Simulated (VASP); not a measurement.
# CoO (Pm-3m) in VASP: notebook

The runs below take CoO through single point, relaxation of cell and atoms, with PBE+U.

Program: VASP 6.6.1. These are calculated values, not measurements. Logs are shortened: lines on timing, memory, paths and dates and some standing lists are left out, and cuts for length are marked.

## 1. The cell of the first run

It takes space group Pm-3m (No. 221, cubic). Conventional cell: a = 2.812 Å, b = 2.812 Å, c = 2.812 Å, α = 90.00°, β = 90.00°, γ = 90.00°. Within 3.2 Å of Co (site symmetry m-3m) lie 8 O at 2.44 Å and 6 Co at 2.81 Å. Within 3.2 Å of O (site symmetry m-3m) lie 8 Co at 2.44 Å and 6 O at 2.81 Å.

## 2. Single point, PBE+U, collinear spin, ferromagnetic start

INCAR

```
PREC     = Accurate       # precision mode
ENCUT    = 700            # plane-wave cutoff, eV
EDIFF    = 1E-6           # SCF threshold, eV
ISMEAR   = 0              # smearing method
SIGMA    = 0.02           # smearing width, eV
LREAL    = False          # projectors in reciprocal space
LASPH    = True           # aspherical terms in the spheres
NELM     = 200            # most SCF steps
ALGO     = Normal         # electronic algorithm
ISIF     = 2              # what is computed and relaxed
LWAVE    = False          # write WAVECAR
LCHARG   = True           # write CHGCAR
ISPIN    = 2              # spin polarisation
MAGMOM   = 3 0            # initial moments
LORBIT   = 11             # projections on sites
LMAXMIX  = 4              # l up to which the mixer works
LDAU     = True           # DFT+U
LDAUTYPE = 2            
LDAUL    = 2 -1           # shell
LDAUU    = 3.32 0         # U, eV
LDAUJ    = 0 0          
LDAUPRINT= 1            
GGA      = PE             # functional
LELF     = True           # ELF
LVHAR    = True         
NBANDS   = 22             # bands
GGA_COMPAT= False
```

KPOINTS

```
regular mesh
0
Gamma
  10 10 10
```

POSCAR

```
CoO
1.0
    2.8122022859      0.0000000000      0.0000000000
    0.0000000000      2.8122022859      0.0000000000
    0.0000000000      0.0000000000      2.8122022859
Co O
1 1
Direct
    0.0000000000      0.0000000000      0.0000000000
    0.5000000000      0.5000000000      0.5000000000
```

Potentials or basis: VASP PAW PBE potentials, release 64 (Co_sv, O).

Run with:

```console
$ cat potpaw_PBE.64/Co_sv/POTCAR potpaw_PBE.64/O/POTCAR > POTCAR
$ mpirun -np 1 vasp_std > vasp.out
```

OUTCAR:

```text
PREC = Accurate
   ENCUT = 700
   EDIFF = 1E-6
   ISMEAR = 0
   LREAL = False
   LASPH = True
   NELM = 200
   ISIF = 2
   ISPIN = 2
   LORBIT = 11
   GGA = PE

 ion  position               nearest neighbor table
   1  0.000  0.000  0.000-
   2  0.500  0.500  0.500-

  LATTYP: Found a simple cubic cell.
 ALAT       =     2.8122022859

  Lattice vectors:

 A1 = (   2.8122022859,   0.0000000000,   0.0000000000)
 A2 = (   0.0000000000,   2.8122022859,   0.0000000000)
 A3 = (   0.0000000000,   0.0000000000,   2.8122022859)

Analysis of symmetry for initial positions (statically):
=====================================================================
 Subroutine PRICEL returns:
 Original cell was already a primitive cell.

 Routine SETGRP: Setting up the symmetry group for a
 simple cubic supercell.

 Subroutine GETGRP returns: Found 48 space group operations
 (whereof 48 operations were pure point group operations)
 out of a pool of 48 trial point group operations.

The static configuration has the point symmetry O_h .

Analysis of symmetry for dynamics (positions and initial velocities):
=====================================================================
 Subroutine PRICEL returns:
 Original cell was already a primitive cell.

 Routine SETGRP: Setting up the symmetry group for a
 simple cubic supercell.

 Subroutine GETGRP returns: Found 48 space group operations
 (whereof 48 operations were pure point group operations)
 out of a pool of 48 trial point group operations.

The dynamic configuration has the point symmetry O_h .

Analysis of structural, dynamic, and magnetic symmetry:
=====================================================================
 Subroutine PRICEL returns:
 Original cell was already a primitive cell.

 Routine SETGRP: Setting up the symmetry group for a
 simple cubic supercell.

 Subroutine GETGRP returns: Found 48 space group operations
 (whereof 48 operations were pure point group operations)
 out of a pool of 48 trial point group operations.

The overall configuration has the point symmetry O_h .

 Subroutine INISYM returns: Found 48 space group operations
 (whereof 48 operations are pure point group operations),
 and found     1 'primitive' translations

----------------------------------------------------------------------------------------

                                     Primitive cell

  volume of cell :      22.2403

  direct lattice vectors                    reciprocal lattice vectors
     2.812202286  0.000000000  0.000000000     0.355593196  0.000000000  0.000000000
     0.000000000  2.812202286  0.000000000     0.000000000  0.355593196  0.000000000
     0.000000000  0.000000000  2.812202286     0.000000000  0.000000000  0.355593196

  length of vectors
     2.812202286  2.812202286  2.812202286     0.355593196  0.355593196  0.355593196

  position of ions in fractional coordinates (direct lattice)
     0.000000000  0.000000000  0.000000000
     0.500000000  0.500000000  0.500000000

  ion indices of the primitive-cell ions
   primitive index   ion index
                 1           1
                 2           2

----------------------------------------------------------------------------------------

 KPOINTS: regular mesh

Automatic generation of k-mesh.
 Grid dimensions read from file:
[... 61 lines left out ...]
   LSORBIT =      F    spin-orbit coupling
   LASPH  =      T    aspherical Exc in radial PAW
   ENCUT  =  700.0 eV  51.45 Ry    7.17 a.u.   6.07  6.07  6.07*2*pi/ulx,y,z
   NELM   =    200;   NELMIN=  2; NELMDL= -5     # of ELM steps
   EDIFF  = 0.1E-05   stopping-criterion for ELM
   LREAL  =      F    real-space projection
   EDIFFG = 0.1E-04   stopping-criterion for IOM
   NSW    =      0    number of steps for IOM
   IBRION =     -1    ionic relax: 0-MD 1-quasi-New 2-CG
   NFREE  =      0    steps in history (QN), initial steepest desc. (CG)
   ISIF   =      2    stress and relaxation
   ISYM   =      2    0-nonsym 1-usesym 2-fastsym
   POTIM  = 0.5000    time-step for ionic-motion
   TEBEG  =    0.0;   TEEND  =   0.0 temperature during run
   PSTRESS=    0.0 pullay stress
   NELECT =      23.0000    total number of electrons
   NUPDOWN=      -1.0000    fix difference up-down
   EMIN   =  10.00;   EMAX   =-10.00  energy-range for DOS
   EFERMI =   0.00;   METHOD = LEGACY
   ISMEAR =     0;   SIGMA  =   0.02  broadening in eV -4-tet -1-fermi 0-gaus
   EFERMI_NEDOS =   21; number of points for ismear=-14 and -15
   IALGO  =     38    algorithm
   IMIX   =      4    mixing-type and parameters
     AMIX     =   0.40;   BMIX     =  1.00
     AMIX_MAG =   1.60;   BMIX_MAG =  1.00
  volume/ion in A,a.u.               =      11.12        75.04
  Fermi-wavevector in a.u.,A,eV,Ry     =   1.655532  3.128502 37.290656  2.740786
  Thomas-Fermi vector in A             =   2.743612
   LORBIT       =     11    0 simple, 1 ext, 2 COOP (PROOUT), +10 PAW based schemes
 LDA+U is selected, type is set to LDAUTYPE =  2
   angular momentum for each species LDAUL =     2   -1
   U (eV)           for each species LDAUU =   3.3  0.0
   J (eV)           for each species LDAUJ =   0.0  0.0
   GGA     = PE    functional components
   LHFCALC =     F    Hartree Fock is set to
   AEXX    =    0.0000 exact exchange contribution
   IVDW    =     0    specifies the selected vdW correction
   LEPSILON=     F    determine dielectric tensor
   LRPA    =     F    only Hartree local field effects (RPA)
 spin polarized calculation
 Gauss-broadening in eV      SIGMA  =   0.02
  energy-cutoff  :      700.00
  volume of cell :       22.24
 maximum number of plane-waves:       968
   NGX = 13   NGY = 13   NGZ = 13

atom =   1  type =  1  l = 2

 onsite density matrix

spin component  1

  0.9404 -0.0000  0.0000 -0.0000 -0.0000
 -0.0000  0.9404 -0.0000  0.0000  0.0000
  0.0000 -0.0000  0.9146 -0.0000 -0.0000
 -0.0000  0.0000 -0.0000  0.9404  0.0000
 -0.0000  0.0000 -0.0000  0.0000  0.9146

spin component  2

  0.0712  0.0000 -0.0000  0.0000  0.0000
  0.0000  0.0712  0.0000 -0.0000  0.0000
 -0.0000  0.0000  0.8986  0.0000  0.0000
  0.0000 -0.0000  0.0000  0.0712 -0.0000
  0.0000  0.0000  0.0000 -0.0000  0.8986

 occupancies and eigenvectors

  o =  0.0712  v =  0.0000  0.0000  0.0000  0.0000  0.0000  1.0000  0.0000  0.0000  0.0000  0.0000      0.0000  0.0000  0.0000  0.0000  0.0000  0.0000  0.0000  0.0000  0.0000  0.0000
  o =  0.0712  v =  0.0000  0.0000  0.0000  0.0000  0.0000  0.0000  0.1413  0.0000 -0.9900  0.0000      0.0000  0.0000  0.0000  0.0000  0.0000  0.0000  0.0000  0.0000  0.0000  0.0000
  o =  0.0712  v =  0.0000  0.0000  0.0000  0.0000  0.0000  0.0000 -0.9900  0.0000 -0.1413 -0.0000      0.0000  0.0000  0.0000  0.0000  0.0000  0.0000  0.0000  0.0000  0.0000  0.0000
  o =  0.8986  v =  0.0000  0.0000  0.0000  0.0000  0.0000  0.0000  0.0000  0.3323  0.0000 -0.9432      0.0000  0.0000  0.0000  0.0000  0.0000  0.0000  0.0000  0.0000  0.0000  0.0000
  o =  0.8986  v =  0.0000  0.0000  0.0000  0.0000  0.0000  0.0000 -0.0000 -0.9432 -0.0000 -0.3323      0.0000  0.0000  0.0000  0.0000  0.0000  0.0000  0.0000  0.0000  0.0000  0.0000
  o =  0.9146  v =  0.0000 -0.0000  0.9925 -0.0000  0.1219  0.0000  0.0000  0.0000  0.0000  0.0000      0.0000  0.0000  0.0000  0.0000  0.0000  0.0000  0.0000  0.0000  0.0000  0.0000
  o =  0.9146  v =  0.0000 -0.0000  0.1219 -0.0000 -0.9925  0.0000  0.0000  0.0000  0.0000  0.0000      0.0000  0.0000  0.0000  0.0000  0.0000  0.0000  0.0000  0.0000  0.0000  0.0000
  o =  0.9404  v =  0.0000  0.2005  0.0000  0.9797 -0.0000  0.0000  0.0000  0.0000  0.0000  0.0000      0.0000  0.0000  0.0000  0.0000  0.0000  0.0000  0.0000  0.0000  0.0000  0.0000
  o =  0.9404  v =  0.0000 -0.9797 -0.0000  0.2005  0.0000  0.0000  0.0000  0.0000  0.0000  0.0000      0.0000  0.0000  0.0000  0.0000  0.0000  0.0000  0.0000  0.0000  0.0000  0.0000
  o =  0.9404  v =  1.0000  0.0000  0.0000  0.0000  0.0000  0.0000  0.0000  0.0000  0.0000  0.0000      0.0000  0.0000  0.0000  0.0000  0.0000  0.0000  0.0000  0.0000  0.0000  0.0000

 number of electron      22.9999941 magnetization       3.0017127

 Free energy of the ion-electron system (eV)
  ---------------------------------------------------
  ext. energy  EPLUGINS =         0.00000000
  ---------------------------------------------------
  free energy    TOTEN  =       -10.69655841 eV

  energy without entropy =      -10.69654290  energy(sigma->0) =      -10.69655065

 E-fermi :   6.2828     XC(G=0): -11.9663

 val. band max:        6.2766662612   @ k =   0.5000   0.5000   0.0000
 cond. band min:       6.8858397103   @ k =   0.0000   0.0000   0.0000
 fundamental gap:      0.6091734491
 Fermi energy:         6.2827861593

 spin component 1

 k-point     1 :       0.0000    0.0000    0.0000
  band No.  band energies     occupation
      1     -90.5861      1.00000
      2     -53.8165      1.00000
      3     -53.8165      1.00000
      4     -53.8165      1.00000
      5     -11.4457      1.00000
      6       1.9618      1.00000
[... 1193 lines left out ...]
     21      31.0341      0.00000
     22      34.1733      0.00000

 [... further k-points ...]

------------------------ aborting loop because EDIFF is reached ----------------------------------------

  FORCE on cell =-STRESS in cart. coord.  units (eV):
  Direction    XX          YY          ZZ          XY          YZ          ZX
  --------------------------------------------------------------------------------------
  -------------------------------------------------------------------------------------
  Total       -3.0744634     -3.0744634     -3.0744634     -0.0000000      0.0000000     -0.0000000
  in kB     -221.4829181   -221.4829181   -221.4829181     -0.0000000      0.0000000     -0.0000000
  external PRESSURE =    -221.4829181 kB  Pullay stress =       0.0000000 kB

 VOLUME and BASIS-vectors are now :
 -----------------------------------------------------------------------------
  energy-cutoff  :      700.00
  volume of cell :       22.24
      direct lattice vectors                 reciprocal lattice vectors
     2.812202286  0.000000000  0.000000000     0.355593196  0.000000000  0.000000000
     0.000000000  2.812202286  0.000000000     0.000000000  0.355593196  0.000000000
     0.000000000  0.000000000  2.812202286     0.000000000  0.000000000  0.355593196

 POSITION                                       TOTAL-FORCE (eV/Angst)
 -----------------------------------------------------------------------------------
      0.00000      0.00000      0.00000         0.000000      0.000000      0.000000
      1.40610      1.40610      1.40610         0.000000      0.000000      0.000000
 -----------------------------------------------------------------------------------
    total drift:                                0.000000      0.000000     -0.000000

  FREE ENERGIE OF THE ION-ELECTRON SYSTEM (eV)
  ---------------------------------------------------
  free  energy   TOTEN  =       -10.6965584095 eV

  energy  without entropy=      -10.6965428990  energy(sigma->0) =      -10.69655065

 total charge

# of ion       s       p       d       tot
------------------------------------------
    1        2.129   6.035   6.638  14.802
    2        1.569   3.307   0.000   4.876
--------------------------------------------------
tot          3.698   9.342   6.638  19.678

 magnetization (x)

# of ion       s       p       d       tot
------------------------------------------
    1        0.009   0.007   2.635   2.651
    2        0.016   0.220   0.000   0.236
--------------------------------------------------
tot          0.025   0.228   2.635   2.887
```

Run time: 30 s. Hardware: 1 thread of Intel Xeon 6975P-C (Granite Rapids), shared host; peak memory 0.19 GiB.

What came out:

- Free energy: -10.6966 eV
- Pressure: -22.1 GPa
- Band gap on the k mesh: zero (filled and empty bands overlap)
- Net moment: 3.00 μB per cell
- Site moments: Co +2.65; O +0.24 μB
- Valence electrons inside the program's atomic spheres: Co 14.80; O 4.88

Levels at points of the mesh, in eV from the Fermi level:
Spin up:
| k point | band 10 | band 11 | band 12 | band 13 | band 14 | band 15 | band 16 | band 17 |
| --- | --- | --- | --- | --- | --- | --- | --- | --- |
| (0.00, 0.00, 0.00) | -4.13 | -1.20 | -1.20 | -1.20 | -0.04 | 14.30 | 14.30 | 17.21 |
| (0.50, 0.00, 0.00) | -4.09 | -2.33 | -0.09 | -0.09 | 5.37 | 6.74 | 15.89 | 15.89 |
| (0.50, 0.50, 0.00) | -4.04 | -3.98 | -2.63 | -0.44 | 4.58 | 9.93 | 9.93 | 14.85 |
| (0.50, 0.50, 0.50) | -2.61 | -0.89 | -0.89 | -0.89 | 6.58 | 6.58 | 6.58 | 11.36 |
Spin down:
| k point | band 6 | band 7 | band 8 | band 9 | band 10 | band 11 | band 12 | band 13 | band 14 | band 15 |
| --- | --- | --- | --- | --- | --- | --- | --- | --- | --- | --- |
| (0.00, 0.00, 0.00) | -2.93 | -2.92 | -0.77 | -0.77 | -0.77 | 0.60 | 2.45 | 2.46 | 2.46 | 14.60 |
| (0.50, 0.00, 0.00) | -5.92 | -2.71 | -1.09 | -1.09 | -0.83 | 2.53 | 3.05 | 3.06 | 5.80 | 7.54 |
| (0.50, 0.50, 0.00) | -3.70 | -3.70 | -2.58 | -0.95 | -0.01 | 1.49 | 1.91 | 1.91 | 5.54 | 10.45 |
| (0.50, 0.50, 0.50) | -3.61 | -3.61 | -3.61 | -0.93 | -0.93 | 3.31 | 3.31 | 3.31 | 7.00 | 7.00 |

Eigenvalues of the final occupation matrices:
| site | spin | trace | eigenvalues |
| --- | --- | --- | --- |
| site 1 d | 1 | 4.65 | 0.91 0.91 0.94 0.94 0.94 |
| site 1 d | 2 | 2.01 | 0.07 0.07 0.07 0.90 0.90 |

Caveat: the cell stands under tension; a cell with one magnetic atom can't hold antiferromagnetic order, which such compounds often take. The state reached can hang on the start; a lower one may exist.

## 3. Relaxation of cell and atoms, PBE+U, collinear spin, ferromagnetic start

This run uses another cell than the first one, of 8.37 Å³/atom.

INCAR

```
PREC = Accurate ; ENCUT = 700
EDIFF = 1E-7 ; ISMEAR = 0
SIGMA = 0.1 ; LREAL = F
LASPH = T ; NELM = 200
ALGO = Normal ; ISIF = 3
LWAVE = F ; LCHARG = F
ISPIN = 2 ; MAGMOM = 2.83 0.35
LORBIT = 11 ; LMAXMIX = 4
LDAU = T ; LDAUTYPE = 2
LDAUL = 2 -1 ; LDAUU = 3.32 0
LDAUJ = 0 0 ; LDAUPRINT = 1
GGA = PE ; IBRION = 2
NSW = 100 ; EDIFFG = -0.05
GGA_COMPAT = F ; NELMIN = 4
```

KPOINTS

```
regular mesh
0
Gamma
  8 8 8
```

POSCAR

```
CoO
1.0
    2.5580026086      0.0000000000      0.0000000000
    0.0000000000      2.5580026086      0.0000000000
    0.0000000000      0.0000000000      2.5580026086
Co O
1 1
Direct
    0.0000000000      0.0000000000      0.0000000000
    0.5000000000      0.5000000000      0.5000000000
```

Potentials or basis: VASP PAW PBE potentials, release 64 (Co_sv, O).

Run with:

```console
$ cat potpaw_PBE.64/Co_sv/POTCAR potpaw_PBE.64/O/POTCAR > POTCAR
$ mpirun -np 1 vasp_std > vasp.out
```

OUTCAR:

```text
PREC = Accurate
   ENCUT = 700
   EDIFF = 1E-7
   ISMEAR = 0
   LREAL = F
   LASPH = T
   NELM = 200
   ISIF = 3
   ISPIN = 2
   LORBIT = 11
   GGA = PE
   IBRION = 2
   NSW = 100
   EDIFFG = -0.05
   NELMIN = 4

 ion  position               nearest neighbor table
   1  0.000  0.000  0.000-   2 2.22   2 2.22   2 2.22   2 2.22   2 2.22   2 2.22   2 2.22   2 2.22

   2  0.500  0.500  0.500-   1 2.22   1 2.22   1 2.22   1 2.22   1 2.22   1 2.22   1 2.22   1 2.22

  LATTYP: Found a simple cubic cell.
 ALAT       =     2.5580026086

  Lattice vectors:

 A1 = (   2.5580026086,   0.0000000000,   0.0000000000)
 A2 = (   0.0000000000,   2.5580026086,   0.0000000000)
 A3 = (   0.0000000000,   0.0000000000,   2.5580026086)
[... 1274 lines left out ...]

 number of electron      22.9999952 magnetization      -3.0000004

 Free energy of the ion-electron system (eV)
  ---------------------------------------------------
  ext. energy  EPLUGINS =         0.00000000
  ---------------------------------------------------
  free energy    TOTEN  =       -10.96155662 eV

  energy without entropy =      -10.96155662  energy(sigma->0) =      -10.96155662

 E-fermi :   9.2355     XC(G=0): -13.0400

 val. band max:        8.7197844397   @ k =   0.5000   0.0000   0.0000
 cond. band min:       9.7765840817   @ k =   0.0000   0.0000   0.0000
 fundamental gap:      1.0567996420
 Fermi energy:         9.2355308964

 spin component 1

 k-point     1 :       0.0000    0.0000    0.0000
  band No.  band energies     occupation
      1     -84.7711      1.00000
      2     -48.0544      1.00000
      3     -48.0539      1.00000
      4     -48.0536      1.00000
      5      -9.9371      1.00000
      6       5.4285      1.00000
[... 984 lines left out ...]
  FREE ENERGIE OF THE ION-ELECTRON SYSTEM (eV)
  ---------------------------------------------------
  free  energy   TOTEN  =       -10.9615566191 eV

  energy  without entropy=      -10.9615566191  energy(sigma->0) =      -10.96155662

 reached required accuracy - stopping structural energy minimisation

 total charge

# of ion       s       p       d       tot
------------------------------------------
    1        2.142   6.060   6.671  14.873
    2        1.564   3.399   0.000   4.963
--------------------------------------------------
tot          3.707   9.458   6.671  19.836

 magnetization (x)

# of ion       s       p       d       tot
------------------------------------------
    1       -0.008  -0.009  -2.615  -2.632
    2       -0.022  -0.247   0.000  -0.268
--------------------------------------------------
tot         -0.030  -0.256  -2.615  -2.901
```

CONTCAR:

```text
CoO
   1.00000000000000
     2.6446537947978430   -0.0000000000000000   -0.0000000000000000
    -0.0000000000000000    2.6446537947978430   -0.0000000000000000
     0.0000000000000000    0.0000000000000000    2.6446537947978430
  Co              O
     1     1
Direct
     0.0000000000000000    0.0000000000000000    0.0000000000000000
     0.5000000000000000    0.5000000000000000    0.5000000000000000

  0.00000000E+00  0.00000000E+00  0.00000000E+00
  0.00000000E+00  0.00000000E+00  0.00000000E+00
```

It took 1.9 min on 1 thread of Intel Xeon Platinum 8375C at 2.90GHz (Ice Lake), shared host; peak memory 0.16 GiB.

What came out:

```
Free energy                                           : -10.9616 eV
Relaxed volume                                        : 9.25 Å³/atom
Relaxed cell                                          : a = 2.645 Å, b = 2.645 Å, c = 2.645 Å, α = 90.00°, β = 90.00°, γ = 90.00°
Space group after relaxing (to 0.1 Å)                 : Pm-3m (No. 221)
Energy gained by relaxing                             : 59.8 meV/atom
Ionic steps                                           : 3
Pressure after relaxing                               : -0.1 GPa
Band gap on the k mesh                                : 1.06 eV (least direct gap 1.80 eV)
Net moment                                            : -3.00 μB per cell
Site moments                                          : Co -2.63; O -0.27 μB
Valence electrons inside the program's atomic spheres : Co 14.87; O 4.96
```

Step by step:
```
step  energy change (eV)  largest force (eV/Å)  pressure (GPa)  volume (Å³)
   1              0.0000                0.0000           24.00        16.74
   2             -0.0575                0.0000          -12.63        19.96
   3             -0.1197                0.0000           -0.07        18.50
```

Final structure:
```yaml
crystal:
  lattice:
    - [2.64465, 0.00000, 0.00000]
    - [0.00000, 2.64465, 0.00000]
    - [0.00000, 0.00000, 2.64465]
  atoms:
    - { symbol: Co, position: [0.00000, 0.00000, 0.00000] }
    - { symbol: O, position: [0.50000, 0.50000, 0.50000] }
```

Eigenvalues of the final occupation matrices:
```tsv
site	spin	trace	eigenvalues
site 1 d	1	2.04	0.08 0.08 0.08 0.89 0.89
site 1 d	2	4.66	0.91 0.91 0.94 0.94 0.94
```

Caveat: a cell with one magnetic atom can't hold antiferromagnetic order, which such compounds often take. A k mesh can miss the band edges.

(Part 1 of 2 ends here.)

The gap in the log of VASP goes by the Fermi energy; the results here count the filled bands.